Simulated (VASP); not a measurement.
Input of a VASP 6.6.1 run:

Contents of INCAR:

```
SYSTEM = Fe
  PREC = Accurate
  ENCUT = 520
  EDIFF = 1E-7
  ISMEAR = 0
  SIGMA = 0.1
  LREAL = .FALSE.
  LASPH = .TRUE.
  NELM = 150
  ALGO = Normal
  ISIF = 2
  LWAVE = .FALSE.
  LCHARG = .FALSE.
  ISPIN = 2
  MAGMOM = 4
  LORBIT = 11
  LMAXMIX = 4
  GGA = PS
  NBANDS = 14
```

The input KPOINTS:

```
Automatic mesh
0
G
  9 9 8
  0 0 0
```

The input POSCAR:

```
Fe
1.0
    2.4517979394      0.0000000000      0.0000000000
   -1.2258989697      2.1233193005      0.0000000000
    0.0000000000      0.0000000000      2.2908986996
Fe
1
Direct
    0.0000000000      0.0000000000      0.0000000000
```

Potentials or basis: VASP PAW PBE potentials, release 64 (Fe).

The run is started by

```bash
$ cat potpaw_PBE.64/Fe/POTCAR > POTCAR
$ mpirun -np 1 vasp_std > vasp.out
```

(1) Predict the site moments.

(2) What does it give for the net moment?

(3) Estimate the pressure.

## Answers

(1) Fe +2.07 μB.

(2) 2.08 μB per cell.

(3) -4.1 GPa.

Caveat: the PAW data sets were made with another functional, which shifts forces and pressure a little.
